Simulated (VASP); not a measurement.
# Si8HC in VASP: single point with PBE

Aim: the single point of Si8HC with PBE.

Program: VASP 6.6.1. These are calculated values, not measurements. Logs are shortened: lines on timing, memory, paths and dates and some standing lists are left out, and cuts for length are marked.

## 1. The cell of the first run

The cell holds a slab with vacuum, 10 atoms: a = 3.851 Å, b = 6.365 Å, c = 20.853 Å, α = 90.00°, β = 90.00°, γ = 90.00°.

## 2. Single point, PBE, collinear spin

File INCAR:

```
SYSTEM = Si8HC
PREC = Accurate ; ENCUT = 520
EDIFF = 1E-6 ; ISMEAR = 0
SIGMA = 0.05 ; LREAL = .FALSE.
LASPH = .TRUE. ; NELM = 150
ALGO = Normal ; ISIF = 2
LWAVE = .FALSE. ; LCHARG = .FALSE.
ISPIN = 2 ; MAGMOM = 0 0 0 0 0 0 0 0 1 0
LORBIT = 11 ; LDIPOL = .TRUE.
IDIPOL = 3 ; DIPOL = 0.5 0.5 0.330
GGA = PE ; NBANDS = 34
```

File KPOINTS:

```
regular mesh
0
G
  7 4 1
  0 0 0
```

File POSCAR:

```
Si8HC
1.0
    3.8510822046      0.0000000000      0.0000000000
    0.0000000000      6.3646810974      0.0000000000
    0.0000000000      0.0000000000     20.8525435355
Si C H
8 1 1
Direct
    0.0000000000      0.9370679271      0.1918231219
    0.0000000000      0.5629320729      0.1918231219
    0.5000000000      0.4370679271      0.2451361229
    0.5000000000      0.0629320729      0.2451361229
    0.5000000000      0.9333044700      0.3524323327
    0.5000000000      0.5666955300      0.3524323327
    0.0000000000      0.4259907568      0.3957571661
    0.0000000000      0.0740092432      0.3957571661
    0.5000000000      0.5926574234      0.4385008282
    0.5000000000      0.5926574234      0.4908528720
```

Potentials or basis: VASP PAW PBE potentials, release 64 (Si, C, H).

Launch:

```bash
> cat potpaw_PBE.64/Si/POTCAR potpaw_PBE.64/C/POTCAR potpaw_PBE.64/H/POTCAR > POTCAR
> mpirun -np 1 vasp_std > vasp.out
```

OUTCAR:

```text
SYSTEM = Si8HC
   PREC = Accurate
   ENCUT = 520
   EDIFF = 1E-6
   ISMEAR = 0
   LREAL = .FALSE.
   LASPH = .TRUE.
   NELM = 150
   ISIF = 2
   ISPIN = 2
   LORBIT = 11
   GGA = PE

 ion  position               nearest neighbor table
   1  0.000  0.937  0.192-   4 2.36   4 2.36   2 2.38
   2  0.000  0.563  0.192-   3 2.36   3 2.36   1 2.38
   3  0.500  0.437  0.245-   2 2.36   2 2.36   4 2.38   6 2.38
   4  0.500  0.063  0.245-   1 2.36   1 2.36   3 2.38   5 2.38
   5  0.500  0.933  0.352-   8 2.31   8 2.31   6 2.33   4 2.38
   6  0.500  0.567  0.352-   9 1.80   7 2.31   7 2.31   5 2.33   3 2.38
   7  0.000  0.426  0.396-   8 2.24   6 2.31   6 2.31   9 2.37   9 2.37
   8  0.000  0.074  0.396-   7 2.24   5 2.31   5 2.31
   9  0.500  0.593  0.439-  10 1.09   6 1.80   7 2.37   7 2.37
  10  0.500  0.593  0.491-   9 1.09

  LATTYP: Found a simple orthorhombic cell.
 ALAT       =     3.8510822046
 B/A-ratio  =     1.6526993607
 C/A-ratio  =     5.4147230383

  Lattice vectors:

 A1 = (   3.8510822046,   0.0000000000,   0.0000000000)
 A2 = (   0.0000000000,   6.3646810974,   0.0000000000)
 A3 = (   0.0000000000,   0.0000000000,  20.8525435355)

Analysis of symmetry for initial positions (statically):
=====================================================================
 Subroutine PRICEL returns:
 Original cell was already a primitive cell.

 Routine SETGRP: Setting up the symmetry group for a
 simple orthorhombic supercell.

 Subroutine GETGRP returns: Found  2 space group operations
 (whereof  2 operations were pure point group operations)
 out of a pool of  8 trial point group operations.

The static configuration has the point symmetry C_1h.

Analysis of symmetry for dynamics (positions and initial velocities):
=====================================================================
 Subroutine PRICEL returns:
 Original cell was already a primitive cell.

 Routine SETGRP: Setting up the symmetry group for a
 simple orthorhombic supercell.

 Subroutine GETGRP returns: Found  2 space group operations
 (whereof  2 operations were pure point group operations)
 out of a pool of  8 trial point group operations.

The dynamic configuration has the point symmetry C_1h.

Analysis of structural, dynamic, and magnetic symmetry:
=====================================================================
 Subroutine PRICEL returns:
 Original cell was already a primitive cell.

 Routine SETGRP: Setting up the symmetry group for a
 simple orthorhombic supercell.

[... 168 lines left out ...]

 spin component 1

 k-point     1 :       0.0000    0.0000    0.0000
  band No.  band energies     occupation
      1     -14.4454      1.00000
      2     -12.0403      1.00000
      3     -10.9555      1.00000
      4     -10.2053      1.00000
      5      -9.0726      1.00000
      6      -8.6313      1.00000
[... 385 lines left out ...]
     29       3.7322      0.00000
     30       3.8385      0.00000
 Fermi energy:        -1.0112748838

 spin component 2

 k-point     1 :       0.0000    0.0000    0.0000
  band No.  band energies     occupation
      1     -14.4454      1.00000
      2     -12.0403      1.00000
      3     -10.9555      1.00000
      4     -10.2053      1.00000
      5      -9.0726      1.00000
      6      -8.6313      1.00000
[... 385 lines left out ...]
     29       3.7322      0.00000
     30       3.8385      0.00000
 [bands above 30 left out]

------------------------ aborting loop because EDIFF is reached ----------------------------------------

 vacuum level on the upper side and lower side of the slab       (xc-potential included)        -0.372         0.375

  FORCE on cell =-STRESS in cart. coord.  units (eV):
  Direction    XX          YY          ZZ          XY          YZ          ZX
  --------------------------------------------------------------------------------------
  -------------------------------------------------------------------------------------
  Total       -1.0810875      0.4611724      1.4178663      0.0000000     -2.8621811      0.0000000
  in kB       -3.3888547      1.4456241      4.4445458      0.0000000     -8.9719991      0.0000000
  external PRESSURE =       0.8337717 kB  Pullay stress =       0.0000000 kB

 VOLUME and BASIS-vectors are now :
 -----------------------------------------------------------------------------
  energy-cutoff  :      520.00
  volume of cell :      511.11
      direct lattice vectors                 reciprocal lattice vectors
     3.851082205  0.000000000  0.000000000     0.259667269  0.000000000  0.000000000
     0.000000000  6.364681097  0.000000000     0.000000000  0.157117063  0.000000000
     0.000000000  0.000000000 20.852543536     0.000000000  0.000000000  0.047955780

 POSITION                                       TOTAL-FORCE (eV/Angst)
 -----------------------------------------------------------------------------------
      0.00000      5.96414      4.00000         0.000000     -0.465889      0.566881
      0.00000      3.58288      4.00000         0.000000      0.360283      0.479749
      1.92554      2.78180      5.11171         0.000000     -0.192854     -0.768654
      1.92554      0.40054      5.11171         0.000000      0.261577     -0.775389
      1.92554      5.94019      7.34911         0.000000      0.028159     -0.218305
      1.92554      3.60684      7.34911         0.000000      1.692202     -0.928077
      0.00000      2.71130      8.25254         0.000000      0.463934      1.501665
      0.00000      0.47105      8.25254         0.000000     -0.616694      0.131821
      1.92554      3.77208      9.14386         0.000000     -1.368589      0.002900
      1.92554      3.77208     10.23553         0.000000     -0.162130      0.007409
 -----------------------------------------------------------------------------------
    total drift:                                0.000000      0.000023      0.000074

  FREE ENERGIE OF THE ION-ELECTRON SYSTEM (eV)
  ---------------------------------------------------
  free  energy   TOTEN  =       -48.6118504369 eV

  energy  without entropy=      -48.6081944578  energy(sigma->0) =      -48.61002245

 vacuum level on the upper side and lower side of the slab         3.010         3.777

 total charge

# of ion       s       p       d       tot
------------------------------------------
    1        0.802   0.824   0.000   1.625
    2        0.800   0.829   0.000   1.630
    3        0.774   0.884   0.000   1.658
    4        0.774   0.881   0.000   1.655
    5        0.774   0.906   0.000   1.680
    6        0.743   0.922   0.000   1.665
    7        0.778   0.871   0.000   1.649
    8        0.791   0.889   0.000   1.681
    9        0.908   1.465   0.000   2.374
   10        0.608   0.051   0.000   0.659
--------------------------------------------------
tot          7.752   8.522   0.000  16.274

 magnetization (x)

# of ion       s       p       d       tot
------------------------------------------
    1       -0.000  -0.000   0.000  -0.000
    2        0.000   0.000   0.000   0.000
    3       -0.000  -0.000   0.000  -0.000
    4        0.000   0.000   0.000   0.000
    5       -0.000  -0.000   0.000  -0.000
    6        0.000   0.000   0.000   0.000
    7        0.000  -0.000   0.000  -0.000
    8        0.000   0.000   0.000   0.000
    9        0.000   0.000   0.000   0.000
   10       -0.000   0.000   0.000  -0.000
--------------------------------------------------
tot          0.000   0.000   0.000   0.000
```

It took 11 min on 1 thread of Intel Xeon 6975P-C (Granite Rapids), shared host; peak memory 0.87 GiB.

What came out:

| Item | Value |
| --- | --- |
| Free energy | -48.6119 eV |
| Largest force | 1.930 eV/Å |
| Net moment | 0.00 μB per cell |
| Valence electrons inside the program's atomic spheres | Si 1.62, 1.63, 1.66, 1.68, 1.67, 1.65 (each value once); C 2.37; H 0.66 |

Forces on the atoms (eV/Å):
```
Si   0.000 -0.466  0.567
Si   0.000  0.360  0.480
Si   0.000 -0.193 -0.769
Si   0.000  0.262 -0.775
Si   0.000  0.028 -0.218
Si   0.000  1.692 -0.928
Si   0.000  0.464  1.502
Si   0.000 -0.617  0.132
C    0.000 -1.369  0.003
H    0.000 -0.162  0.007
```
